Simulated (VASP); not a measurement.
The system is CdSe.

```
Cd Se
1.0
     4.38338    0.00000    0.00000
    -2.19169    3.79612    0.00000
     0.00000    0.00000    7.15355
Cd Se
2 2
Direct
  0.33333 0.66667 0.00458
  0.66667 0.33333 0.50458
  0.33333 0.66667 0.38042
  0.66667 0.33333 0.88042
```

Base run:

```yaml
Program: VASP 6.6.1
Functional: r2SCAN
Potentials_or_basis: VASP PAW PBE potentials, release 64 (Cd, Se)
Cutoff: 520 eV
k_mesh: 12 × 12 × 6
Occupations: gaussian, width 0.02 eV
Spin: no spin polarisation
```

Its results: band gap on the k mesh 1.02 eV; pressure -1.2 GPa.

Problem. The run is repeated on the same cell with these changes: functional from r2SCAN to PBE. What comes out?

Solution. Band gap on the k mesh 0.54 eV; pressure 0.2 GPa.

Caveats: the PAW data sets were made with another functional, which shifts forces and pressure a little (at least some runs).

A k mesh can miss the band edges.
